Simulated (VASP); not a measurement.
Input of a VASP 6.6.1 run:

Contents of POSCAR:

```
WC
1.0
    2.9447478072      0.0000000000      0.0000000000
   -1.4723739036      2.5502264088      0.0000000000
    0.0000000000      0.0000000000      2.8739279649
W C
1 1
Direct
    0.0000000000      0.0000000000      0.0000000000
    0.6666666667      0.3333333333      0.5000000000
```

INCAR.step1

```
PREC = Accurate
ENCUT = 520
ISMEAR = -1
SIGMA = 0.05
LREAL = False
LASPH = True
NELM = 60
NBANDS = 16
GGA = PE
ALGO = Normal
EDIFF = 1E-4
LWAVE = True
LCHARG = False
```

INCAR.step2

```
PREC = Accurate
ENCUT = 520
EDIFF = 1E-6
ISMEAR = -1
SIGMA = 0.05
LREAL = False
LASPH = True
NELM = 60
ALGO = Normal
ISIF = 2
LWAVE = False
LCHARG = False
METAGGA = R2SCAN
LMIXTAU = True
NBANDS = 16
ISTART = 1
```

KPOINTS

```
regular mesh
0
Gamma
  10 10 9
```

Potentials or basis: VASP PAW PBE potentials, release 64 (W_sv, C).

Command:

```sh
$ cat potpaw_PBE.64/W_sv/POTCAR potpaw_PBE.64/C/POTCAR > POTCAR
$ cp INCAR.step1 INCAR
$ mpirun -np 1 vasp_std > vasp.out
$ cp INCAR.step2 INCAR
$ mpirun -np 1 vasp_std > vasp.out
```

Problem. Predict the pressure.

Solution. -11.9 GPa.

Problem. Predict the band gap on the k mesh.

Solution. Zero (band 9 reaches 11.09 eV, above the bottom of band 10 at 9.93 eV).

Stress tensor (GPa, compression positive):
```
-10.55   0.00   0.00
  0.00 -10.55   0.00
  0.00   0.00 -14.52
```

Caveat: the PAW data sets were made with another functional, which shifts forces and pressure a little; spin-orbit coupling is left out, which moves the levels of the heavy elements.
